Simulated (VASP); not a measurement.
Set up this calculation in VASP 6.6.1, as the native input.

- Task: single point
- Functional: HSE06
- Potentials or basis: VASP PAW PBE potentials, release 64 (Hf_pv, O)
- Cutoff: 520 eV
- k mesh: 6 × 6 × 6
- Occupations: gaussian, width 0.01 eV
- Spin: no spin polarisation
- Dipole correction: no
- Grid for exact exchange (PRECFOCK): Normal
- Further INCAR settings: ALGO = Normal; EDIFF = 1e-06; NBANDS = 18
- Share of exact exchange: 0.25
- Screening parameter: 0.2079 1/Å

The system is HfO2.

```
Hf O
1.0
     0.00000    2.52918    2.52918
     2.52918    0.00000    2.52918
     2.52918    2.52918    0.00000
Hf O
1 2
Direct
  0.00000 0.00000 0.00000
  0.25000 0.25000 0.25000
  0.75000 0.75000 0.75000
```

One way to write it, as run:

POSCAR

```
HfO2
1.0
    0.0000000000      2.5291823181      2.5291823181
    2.5291823181      0.0000000000      2.5291823181
    2.5291823181      2.5291823181      0.0000000000
Hf O
1 2
Direct
    0.0000000000      0.0000000000      0.0000000000
    0.2500000000      0.2500000000      0.2500000000
    0.7500000000      0.7500000000      0.7500000000
```

INCAR.step1

```
PREC = Accurate
ENCUT = 520
EDIFF = 1E-5
ISMEAR = 0
SIGMA = 0.01
LREAL = False
LASPH = True
NELM = 100
ALGO = Normal
ISIF = 2
LWAVE = True
LCHARG = False
NBANDS = 18
GGA = PE
```

INCAR.step2

```
PREC = Accurate
ENCUT = 520
EDIFF = 1E-6
ISMEAR = 0
SIGMA = 0.01
LREAL = False
LASPH = True
NELM = 100
ALGO = Normal
ISIF = 2
LWAVE = False
LCHARG = False
GGA = PE
LHFCALC = True
HFSCREEN = 0.2079
PRECFOCK = Normal
NBANDS = 18
ISTART = 1
```

KPOINTS

```
regular mesh
0
Gamma
  6 6 6
```

Potentials or basis: VASP PAW PBE potentials, release 64 (Hf_pv, O).

Run with:

```bash
$ cat potpaw_PBE.64/Hf_pv/POTCAR potpaw_PBE.64/O/POTCAR > POTCAR
$ cp INCAR.step1 INCAR
$ mpirun -np 1 vasp_std > vasp.out
$ cp INCAR.step2 INCAR
$ mpirun -np 1 vasp_std > vasp.out
```

Results of the run:

The pressure is -5.3 GPa. The band gap on the k mesh is 5.36 eV.

Caveat: the cell stands under tension; the PAW data sets were made with another functional, which shifts forces and pressure a little; spin-orbit coupling is left out, which moves the levels of the heavy elements.

Run time: 78 min on 1 thread of Intel Xeon 8259CL, with other jobs on the host, peak memory 0.28 GiB.
